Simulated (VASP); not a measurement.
# Ag (Im-3m) in VASP: notebook

Runs on Ag. Level: PBEsol. Tasks: single point.

Program: VASP 6.6.1. These are calculated values, not measurements. Logs are shortened: lines on timing, memory, paths and dates and some standing lists are left out, and cuts for length are marked.

## Step 1: The cell of the first run

Symmetry: Im-3m, No. 229, cubic system. The conventional cell has a = 3.179 Å, b = 3.179 Å, c = 3.179 Å, α = 90.00°, β = 90.00°, γ = 90.00°. Within 3.6 Å of Ag (site symmetry m-3m) lie 14 Ag at 2.75 to 3.18 Å.

## Step 2: Single point, PBEsol (strain -0.040 along x and y, -0.040 along z)

File INCAR:

```
ALGO = Normal
EDIFF = 1E-6
ENCUT = 520
GGA = PS
ISIF = 2
ISMEAR = 0
LASPH = True
LCHARG = False
LREAL = False
LWAVE = False
NBANDS = 12
NELM = 60
PREC = Accurate
SIGMA = 0.15
```

File KPOINTS:

```
k-points
0
Gamma
  20 20 20
```

File POSCAR:

```
Ag
1.0
   -1.5894278400      1.5894278400      1.5894278400
    1.5894278400     -1.5894278400      1.5894278400
    1.5894278400      1.5894278400     -1.5894278400
Ag
1
Direct
    0.0000000000      0.0000000000      0.0000000000
```

Potentials or basis: VASP PAW PBE potentials, release 64 (Ag).

Run with:

```console
$ cat potpaw_PBE.64/Ag/POTCAR > POTCAR
$ mpirun -np 1 vasp_std > vasp.out
```

OUTCAR:

```text
EDIFF = 1E-6
   ENCUT = 520
   GGA = PS
   ISIF = 2
   ISMEAR = 0
   LASPH = True
   LREAL = False
   NELM = 60
   PREC = Accurate

 ion  position               nearest neighbor table
   1  0.000  0.000  0.000-

  LATTYP: Found a body centered cubic cell.
 ALAT       =     3.1788556800

  Lattice vectors:

 A1 = (  -1.5894278400,   1.5894278400,   1.5894278400)
 A2 = (   1.5894278400,  -1.5894278400,   1.5894278400)
 A3 = (   1.5894278400,   1.5894278400,  -1.5894278400)

Analysis of symmetry for initial positions (statically):
=====================================================================
 Subroutine PRICEL returns:
 Original cell was already a primitive cell.

 Routine SETGRP: Setting up the symmetry group for a
 body centered cubic supercell.

 Subroutine GETGRP returns: Found 48 space group operations
 (whereof 48 operations were pure point group operations)
 out of a pool of 48 trial point group operations.

The static configuration has the point symmetry O_h .

Analysis of symmetry for dynamics (positions and initial velocities):
=====================================================================
 Subroutine PRICEL returns:
 Original cell was already a primitive cell.

 Routine SETGRP: Setting up the symmetry group for a
 body centered cubic supercell.

 Subroutine GETGRP returns: Found 48 space group operations
 (whereof 48 operations were pure point group operations)
 out of a pool of 48 trial point group operations.

The dynamic configuration has the point symmetry O_h .

 Subroutine INISYM returns: Found 48 space group operations
 (whereof 48 operations are pure point group operations),
 and found     1 'primitive' translations

----------------------------------------------------------------------------------------

                                     Primitive cell

  volume of cell :      16.0614

  direct lattice vectors                    reciprocal lattice vectors
    -1.589427840  1.589427840  1.589427840     0.000000000  0.314578610  0.314578610
     1.589427840 -1.589427840  1.589427840     0.314578610  0.000000000  0.314578610
     1.589427840  1.589427840 -1.589427840     0.314578610  0.314578610  0.000000000

  length of vectors
     2.752969774  2.752969774  2.752969774     0.444881336  0.444881336  0.444881336

  position of ions in fractional coordinates (direct lattice)
     0.000000000  0.000000000  0.000000000

  ion indices of the primitive-cell ions
   primitive index   ion index
                 1           1

----------------------------------------------------------------------------------------

 KPOINTS: k-points

Automatic generation of k-mesh.
 Grid dimensions read from file:
 generate k-points for:   20   20   20

 Generating k-lattice:

  Cartesian coordinates                     Fractional coordinates (reciprocal lattice)
     0.000000000  0.015728930  0.015728930     0.050000000  0.000000000  0.000000000
     0.015728930  0.000000000  0.015728930     0.000000000  0.050000000  0.000000000
     0.015728930  0.015728930  0.000000000     0.000000000  0.000000000  0.050000000

  Length of vectors
     0.022244067  0.022244067  0.022244067

  Shift w.r.t. Gamma in fractional coordinates (k-lattice)
     0.000000000  0.000000000  0.000000000

 Subroutine IBZKPT returns following result:
 ===========================================

 Found    256 irreducible k-points:

 Following reciprocal coordinates:
            Coordinates               Weight
  0.000000  0.000000  0.000000      1.000000
  0.050000  0.000000  0.000000     12.000000
  0.100000  0.000000  0.000000     12.000000
  0.150000  0.000000  0.000000     12.000000
  0.200000  0.000000  0.000000     12.000000
  0.250000  0.000000  0.000000     12.000000
[... 16 lines left out ...]
  0.200000  0.100000  0.000000     48.000000
  0.250000  0.100000  0.000000     48.000000
 [... further k-points ...]
   k-points           NKPTS =    256   k-points in BZ     NKDIM =    256   number of bands    NBANDS=     12
   number of dos      NEDOS =    301   number of ions     NIONS =      1
   total plane-waves  NPLWV =   8000
   dimension x,y,z NGX =    20 NGY =   20 NGZ =   20
   dimension x,y,z NGXF=    40 NGYF=   40 NGZF=   40
   ions per type =               1
   NGX,Y,Z   is equivalent  to a cutoff of  12.08, 12.08, 12.08 a.u.
   NGXF,Y,Z  is equivalent  to a cutoff of  24.16, 24.16, 24.16 a.u.
 SYSTEM =  unknown system
   PREC   = accura    normal or accurate (medium, high low for compatibility)
   ISTART =      0    job   : 0-new  1-cont  2-samecut
   ICHARG =      2    charge: 1-file 2-atom 10-const
   ISPIN  =      1    spin polarized calculation?
   LNONCOLLINEAR =      F non collinear calculations
   LSORBIT =      F    spin-orbit coupling
   LASPH  =      T    aspherical Exc in radial PAW
   ENCUT  =  520.0 eV  38.22 Ry    6.18 a.u.   5.12  5.12  5.12*2*pi/ulx,y,z
   NELM   =     60;   NELMIN=  2; NELMDL= -5     # of ELM steps
   EDIFF  = 0.1E-05   stopping-criterion for ELM
   LREAL  =      F    real-space projection
   EDIFFG = 0.1E-04   stopping-criterion for IOM
   NSW    =      0    number of steps for IOM
   IBRION =     -1    ionic relax: 0-MD 1-quasi-New 2-CG
   NFREE  =      0    steps in history (QN), initial steepest desc. (CG)
   ISIF   =      2    stress and relaxation
   ISYM   =      2    0-nonsym 1-usesym 2-fastsym
   POTIM  = 0.5000    time-step for ionic-motion
   TEBEG  =    0.0;   TEEND  =   0.0 temperature during run
   PSTRESS=    0.0 pullay stress
   NELECT =      11.0000    total number of electrons
   NUPDOWN=      -1.0000    fix difference up-down
   EMIN   =  10.00;   EMAX   =-10.00  energy-range for DOS
   EFERMI =   0.00;   METHOD = LEGACY
   ISMEAR =     0;   SIGMA  =   0.15  broadening in eV -4-tet -1-fermi 0-gaus
   EFERMI_NEDOS =   21; number of points for ismear=-14 and -15
   IALGO  =     38    algorithm
   IMIX   =      4    mixing-type and parameters
     AMIX     =   0.40;   BMIX     =  1.00
     AMIX_MAG =   1.60;   BMIX_MAG =  1.00
  volume/ion in A,a.u.               =      16.06       108.39
  Fermi-wavevector in a.u.,A,eV,Ry     =   1.443040  2.726949 28.332272  2.082363
  Thomas-Fermi vector in A             =   2.561492
   LORBIT       =      0    0 simple, 1 ext, 2 COOP (PROOUT), +10 PAW based schemes
   GGA     = PS    functional components
   LHFCALC =     F    Hartree Fock is set to
   AEXX    =    0.0000 exact exchange contribution
   IVDW    =     0    specifies the selected vdW correction
   LEPSILON=     F    determine dielectric tensor
   LRPA    =     F    only Hartree local field effects (RPA)
 non-spin polarized calculation
 Gauss-broadening in eV      SIGMA  =   0.15
  energy-cutoff  :      520.00
  volume of cell :       16.06
 maximum number of plane-waves:       456
   NGX = 11   NGY = 11   NGZ = 11

 number of electron      11.0000001 magnetization

 Free energy of the ion-electron system (eV)
  ---------------------------------------------------
  ext. energy  EPLUGINS =         0.00000000
  ---------------------------------------------------
  free energy    TOTEN  =        -3.25929693 eV

  energy without entropy =       -3.25374483  energy(sigma->0) =       -3.25652088

 E-fermi :   9.1013     XC(G=0): -12.7730

 val. band max:        9.0747580551   @ k =   0.5000   0.5000   0.0500
 cond. band min:       9.1213015367   @ k =   0.4000   0.1000  -0.0000
 fundamental gap:      0.0465434815
 Fermi energy:         9.1012809579

 k-point     1 :       0.0000    0.0000    0.0000
  band No.  band energies     occupation
      1       0.8141      2.00000
      2       3.9627      2.00000
      3       3.9627      2.00000
      4       3.9627      2.00000
      5       5.4512      2.00000
      6       5.4512      2.00000
      7      27.2398      0.00000
      8      27.2398      0.00000
      9      27.2398      0.00000
     10      34.1911      0.00000
     11      34.1911      0.00000
     12      34.5537      0.00000

 k-point     2 :       0.0500    0.0000    0.0000
  band No.  band energies     occupation
      1       0.9014      2.00000
      2       3.9394      2.00000
      3       3.9658      2.00000
      4       4.0154      2.00000
      5       5.4247      2.00000
      6       5.4528      2.00000
      7      27.0730      0.00000
      8      27.2286      0.00000
      9      27.3134      0.00000
     10      32.8718      0.00000
     11      33.2384      0.00000
     12      33.9586      0.00000

 k-point     3 :       0.1000    0.0000    0.0000
  band No.  band energies     occupation
      1       1.1559      2.00000
      2       3.8723      2.00000
      3       3.9753      2.00000
      4       4.1707      2.00000
      5       5.3572      2.00000
      6       5.4582      2.00000
      7      26.4773      0.00000
      8      27.1130      0.00000
      9      27.5252      0.00000
     10      31.7970      0.00000
     11      31.9376      0.00000
     12      32.6754      0.00000
[... 286 lines left out ...]
 k-point    23 :       0.2000    0.1000    0.0000
  band No.  band energies     occupation
      1       2.5725      2.00000
      2       3.5532      2.00000
      3       4.0482      2.00000
      4       5.1457      2.00000
      5       5.4522      2.00000
      6       5.6906      2.00000
      7      21.7491      0.00000
      8      23.9494      0.00000
      9      26.6473      0.00000
     10      28.7891      0.00000
     11      32.1907      0.00000
     12      32.8374      0.00000

 k-point    24 :       0.2500    0.1000    0.0000
  band No.  band energies     occupation
      1       2.6857      2.00000
      2       3.4194      2.00000
      3       4.4743      2.00000
      4       5.1847      2.00000
      5       5.5852      2.00000
      6       6.2612      2.00000
      7      19.7069      0.00000
      8      23.2087      0.00000
      9      25.6226      0.00000
     10      29.1994      0.00000
     11      32.7120      0.00000
     12      32.9361      0.00000

 [... further k-points ...]
[... 5 lines left out ...]
  --------------------------------------------------------------------------------------
  -------------------------------------------------------------------------------------
  Total        0.5343240      0.5343240      0.5343240     -0.0000000     -0.0000000      0.0000000
  in kB       53.3006866     53.3006866     53.3006866     -0.0000000     -0.0000000      0.0000000
  external PRESSURE =      53.3006866 kB  Pullay stress =       0.0000000 kB

 VOLUME and BASIS-vectors are now :
 -----------------------------------------------------------------------------
  energy-cutoff  :      520.00
  volume of cell :       16.06
      direct lattice vectors                 reciprocal lattice vectors
    -1.589427840  1.589427840  1.589427840     0.000000000  0.314578610  0.314578610
     1.589427840 -1.589427840  1.589427840     0.314578610  0.000000000  0.314578610
     1.589427840  1.589427840 -1.589427840     0.314578610  0.314578610  0.000000000

 POSITION                                       TOTAL-FORCE (eV/Angst)
 -----------------------------------------------------------------------------------
      0.00000      0.00000      0.00000         0.000000     -0.000000      0.000000
 -----------------------------------------------------------------------------------
    total drift:                                0.000000     -0.000000      0.000000

  FREE ENERGIE OF THE ION-ELECTRON SYSTEM (eV)
  ---------------------------------------------------
  free  energy   TOTEN  =        -3.2592969301 eV

  energy  without entropy=       -3.2537448272  energy(sigma->0) =       -3.25652088
```

Run time: 14 s. Hardware: 1 thread of Intel Xeon 6975P-C (Granite Rapids), shared host; peak memory 0.16 GiB.

Results:

- Free energy: -3.2593 eV
- Pressure: 5.3 GPa

Caveat: the cell differs from its parent crystal (strain -0.040 along x and y, -0.040 along z); the PAW data sets were made with another functional, which shifts forces and pressure a little.

(Continued in part 2 of 2.)
